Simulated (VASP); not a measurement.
# AgBr3 (I4/mmm) in VASP: single point with PBE

Aim: the single point of AgBr3 with PBE.

Program: VASP 6.6.1. These are calculated values, not measurements. Logs are shortened: lines on timing, memory, paths and dates and some standing lists are left out, and cuts for length are marked.

## 1. The cell of the first run

It takes space group I4/mmm (No. 139, tetragonal). The conventional cell has a = 4.001 Å, b = 4.001 Å, c = 16.921 Å, α = 90.00°, β = 90.00°, γ = 90.00°. Ag (site symmetry 4/mmm) has 4 Br at 2.83 Å within 3.7 Å. Within 3.7 Å of Br (site symmetry 4/mmm) lie 4 Ag at 2.83 Å. Br (site symmetry -4m2) has 4 Br at 2.83 Å within 3.7 Å.

## 2. Single point, PBE

File INCAR:

```
PREC = Accurate ; ENCUT = 520
EDIFF = 1E-7 ; ISMEAR = 0
SIGMA = 0.1 ; LREAL = F
LASPH = T ; NELM = 100
ALGO = Normal ; ISIF = 2
LWAVE = F ; LCHARG = T
GGA = PE ; LELF = T
LVHAR = T ; NBANDS = 24
```

File KPOINTS:

```
Automatic mesh
0
Gamma
  16 16 16
```

File POSCAR:

```
AgBr3
1.0
   -2.0002569452      2.0002569452      8.4604777569
    2.0002569452     -2.0002569452      8.4604777569
    2.0002569452      2.0002569452     -8.4604777569
Ag Br
1 3
Direct
    0.0000000000      0.0000000000      0.0000000000
    0.5000000000      0.5000000000      0.0000000000
    0.2500000000      0.7500000000      0.5000000000
    0.7500000000      0.2500000000      0.5000000000
```

Potentials or basis: VASP PAW PBE potentials, release 64 (Ag, Br).

Run with:

```bash
> cat potpaw_PBE.64/Ag/POTCAR potpaw_PBE.64/Br/POTCAR > POTCAR
> mpirun -np 1 vasp_std > vasp.out
```

OUTCAR:

```text
PREC = Accurate
   ENCUT = 520
   EDIFF = 1E-7
   ISMEAR = 0
   LREAL = F
   LASPH = T
   NELM = 100
   ISIF = 2
   GGA = PE

 ion  position               nearest neighbor table
   1  0.000  0.000  0.000-   2 2.83   2 2.83   2 2.83   2 2.83
   2  0.500  0.500  0.000-   1 2.83   1 2.83   1 2.83   1 2.83
   3  0.250  0.750  0.500-
   4  0.750  0.250  0.500-

  LATTYP: Found a body centered tetragonal cell.
 ALAT       =     4.0005138904
 C/A-ratio  =     4.2296954785

  Lattice vectors:

 A1 = (  -2.0002569452,   2.0002569452,   8.4604777569)
 A2 = (   2.0002569452,  -2.0002569452,   8.4604777569)
 A3 = (   2.0002569452,   2.0002569452,  -8.4604777569)

Analysis of symmetry for initial positions (statically):
=====================================================================
 Subroutine PRICEL returns:
 Original cell was already a primitive cell.

 Routine SETGRP: Setting up the symmetry group for a
 body centered tetragonal supercell.

 Subroutine GETGRP returns: Found 16 space group operations
 (whereof 16 operations were pure point group operations)
 out of a pool of 16 trial point group operations.

The static configuration has the point symmetry D_4h.

Analysis of symmetry for dynamics (positions and initial velocities):
=====================================================================
 Subroutine PRICEL returns:
 Original cell was already a primitive cell.

 Routine SETGRP: Setting up the symmetry group for a
 body centered tetragonal supercell.

 Subroutine GETGRP returns: Found 16 space group operations
 (whereof 16 operations were pure point group operations)
 out of a pool of 16 trial point group operations.

The dynamic configuration has the point symmetry D_4h.

 Subroutine INISYM returns: Found 16 space group operations
 (whereof 16 operations are pure point group operations),
 and found     1 'primitive' translations

----------------------------------------------------------------------------------------

                                     Primitive cell

  volume of cell :     135.4024

  direct lattice vectors                    reciprocal lattice vectors
    -2.000256945  2.000256945  8.460477757     0.000000000  0.249967886  0.059098317
[... 81 lines left out ...]
   PREC   = accura    normal or accurate (medium, high low for compatibility)
   ISTART =      0    job   : 0-new  1-cont  2-samecut
   ICHARG =      2    charge: 1-file 2-atom 10-const
   ISPIN  =      1    spin polarized calculation?
   LNONCOLLINEAR =      F non collinear calculations
   LSORBIT =      F    spin-orbit coupling
   LASPH  =      T    aspherical Exc in radial PAW
   ENCUT  =  520.0 eV  38.22 Ry    6.18 a.u.  16.59 16.59 16.59*2*pi/ulx,y,z
   NELM   =    100;   NELMIN=  2; NELMDL= -5     # of ELM steps
   EDIFF  = 0.1E-06   stopping-criterion for ELM
   LREAL  =      F    real-space projection
   EDIFFG = 0.1E-05   stopping-criterion for IOM
   NSW    =      0    number of steps for IOM
   IBRION =     -1    ionic relax: 0-MD 1-quasi-New 2-CG
   NFREE  =      0    steps in history (QN), initial steepest desc. (CG)
   ISIF   =      2    stress and relaxation
   ISYM   =      2    0-nonsym 1-usesym 2-fastsym
   POTIM  = 0.5000    time-step for ionic-motion
   TEBEG  =    0.0;   TEEND  =   0.0 temperature during run
   PSTRESS=    0.0 pullay stress
   NELECT =      32.0000    total number of electrons
   NUPDOWN=      -1.0000    fix difference up-down
   EMIN   =  10.00;   EMAX   =-10.00  energy-range for DOS
   EFERMI =   0.00;   METHOD = LEGACY
   ISMEAR =     0;   SIGMA  =   0.10  broadening in eV -4-tet -1-fermi 0-gaus
   EFERMI_NEDOS =   21; number of points for ismear=-14 and -15
   IALGO  =     38    algorithm
   IMIX   =      4    mixing-type and parameters
     AMIX     =   0.40;   BMIX     =  1.00
     AMIX_MAG =   1.60;   BMIX_MAG =  1.00
  volume/ion in A,a.u.               =      33.85       228.44
  Fermi-wavevector in a.u.,A,eV,Ry     =   1.012160  1.912706 13.938742  1.024469
  Thomas-Fermi vector in A             =   2.145253
   LORBIT       =      0    0 simple, 1 ext, 2 COOP (PROOUT), +10 PAW based schemes
   GGA     = PE    functional components
   LHFCALC =     F    Hartree Fock is set to
   AEXX    =    0.0000 exact exchange contribution
   IVDW    =     0    specifies the selected vdW correction
   LEPSILON=     F    determine dielectric tensor
   LRPA    =     F    only Hartree local field effects (RPA)
 non-spin polarized calculation
 Gauss-broadening in eV      SIGMA  =   0.10
  energy-cutoff  :      520.00
  volume of cell :      135.40
 maximum number of plane-waves:      3702
 NGX is ok and might be reduce to    70
   NGX = 33   NGY = 33   NGZ = 33

 number of electron      32.0000001 magnetization

 Free energy of the ion-electron system (eV)
  ---------------------------------------------------
  ext. energy  EPLUGINS =         0.00000000
  ---------------------------------------------------
  free energy    TOTEN  =        -7.75127395 eV

  energy without entropy =       -7.74223603  energy(sigma->0) =       -7.74675499

 E-fermi :   0.7216     XC(G=0):  -7.8381

 val. band max:        0.7178784322   @ k =  -0.4375   0.5000   0.1250
 cond. band min:       0.7444441687   @ k =  -0.0625   0.1250   0.0625
 fundamental gap:      0.0265657365
 Fermi energy:         0.7216059164

 k-point     1 :       0.0000    0.0000    0.0000
  band No.  band energies     occupation
      1     -15.6083      2.00000
      2     -13.8271      2.00000
      3     -12.4403      2.00000
      4      -3.7834      2.00000
      5      -3.7834      2.00000
      6      -3.1347      2.00000
[... 637 lines left out ...]
     23       9.7592      0.00000
     24      10.2913      0.00000

 [... further k-points ...]
[... 5 lines left out ...]
  --------------------------------------------------------------------------------------
  -------------------------------------------------------------------------------------
  Total        0.0228004      0.0228004      0.0223746      0.0000000      0.0000000      0.0000000
  in kB        0.2697906      0.2697906      0.2647521      0.0000000      0.0000000      0.0000000
  external PRESSURE =       0.2681111 kB  Pullay stress =       0.0000000 kB

 VOLUME and BASIS-vectors are now :
 -----------------------------------------------------------------------------
  energy-cutoff  :      520.00
  volume of cell :      135.40
      direct lattice vectors                 reciprocal lattice vectors
    -2.000256945  2.000256945  8.460477757     0.000000000  0.249967886  0.059098317
     2.000256945 -2.000256945  8.460477757     0.249967886  0.000000000  0.059098317
     2.000256945  2.000256945 -8.460477757     0.249967886  0.249967886  0.000000000

 POSITION                                       TOTAL-FORCE (eV/Angst)
 -----------------------------------------------------------------------------------
      0.00000      0.00000      0.00000         0.000000      0.000000      0.000000
      0.00000      0.00000      8.46048         0.000000      0.000000      0.000000
      2.00026      0.00000      4.23024        -0.000000      0.000000     -0.000000
      0.00000      2.00026      4.23024        -0.000000     -0.000000     -0.000000
 -----------------------------------------------------------------------------------
    total drift:                               -0.000000     -0.000000     -0.000000

  FREE ENERGIE OF THE ION-ELECTRON SYSTEM (eV)
  ---------------------------------------------------
  free  energy   TOTEN  =        -7.7512739460 eV

  energy  without entropy=       -7.7422360298  energy(sigma->0) =       -7.74675499
```

Wall time 2.2 h (1 thread of Intel Xeon 8259CL, shared host); peak memory 1.4 GiB.

What came out:

```
Free energy            : -7.7513 eV
Pressure               : 0.0 GPa
Band gap on the k mesh : zero (bands 16 and 17 overlap by 2.13 eV)
```

Levels at points of the mesh, in eV from the Fermi level:
| k point | band 14 | band 15 | band 16 | band 17 | band 18 | band 19 |
| --- | --- | --- | --- | --- | --- | --- |
| (0.00, 0.00, 0.00) | -2.18 | -0.72 | 0.86 | 0.86 | 0.93 | 5.26 |
| (0.50, 0.00, 0.00) | -2.38 | -2.05 | -1.28 | 0.12 | 4.45 | 4.93 |
| (0.50, 0.50, 0.00) | -2.07 | -1.75 | 1.55 | 1.88 | 1.88 | 5.74 |
| (0.50, 0.50, 0.50) | -2.19 | -0.72 | 0.86 | 0.86 | 1.11 | 4.79 |

The gap in the log of VASP goes by the Fermi energy; the results here count the filled bands.